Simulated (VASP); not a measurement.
A run of VASP 6.6.1 is set up as follows.

Contents of INCAR:

```
SYSTEM = Ca3B
PREC     = Accurate       ! precision mode
ENCUT    = 520            ! plane-wave cutoff, eV
EDIFF    = 1E-6           ! SCF threshold, eV
ISMEAR   = 0              ! smearing method
SIGMA    = 0.1            ! smearing width, eV
LREAL    = .FALSE.        ! projectors in reciprocal space
LASPH    = .TRUE.         ! aspherical terms in the spheres
NELM     = 100            ! most SCF steps
ALGO     = Fast           ! electronic algorithm
ISIF     = 2              ! what is computed and relaxed
LWAVE    = .FALSE.        ! write WAVECAR
LCHARG   = .TRUE.         ! write CHGCAR
GGA      = PE             ! functional
LELF     = .TRUE.         ! ELF
LVHAR    = .TRUE.       
NBANDS   = 24             ! bands
```

The input KPOINTS:

```
Automatic mesh
0
G
  6 6 6
  0 0 0
```

Contents of POSCAR:

```
Ca3B
1.0
   -2.2868442100      2.2868442100      4.6789719200
    2.2868442100     -2.2868442100      4.6789719200
    2.2868442100      2.2868442100     -4.6789719200
Ca B
3 1
Direct
    0.5000000000      0.5000000000      0.0000000000
    0.7500000000      0.2500000000      0.5000000000
    0.2500000000      0.7500000000      0.5000000000
    0.0000000000      0.0000000000      0.0000000000
```

Potentials or basis: VASP PAW PBE potentials, release 64 (Ca_sv, B).

The run is started by

```console
$ cat potpaw_PBE.64/Ca_sv/POTCAR potpaw_PBE.64/B/POTCAR > POTCAR
$ mpirun -np 1 vasp_std > vasp.out
```

What does it give for the pressure?

1.6 GPa.

Stress tensor (GPa, compression positive):
```
2.36 0.00 0.00
0.00 2.36 0.00
0.00 0.00 0.09
```
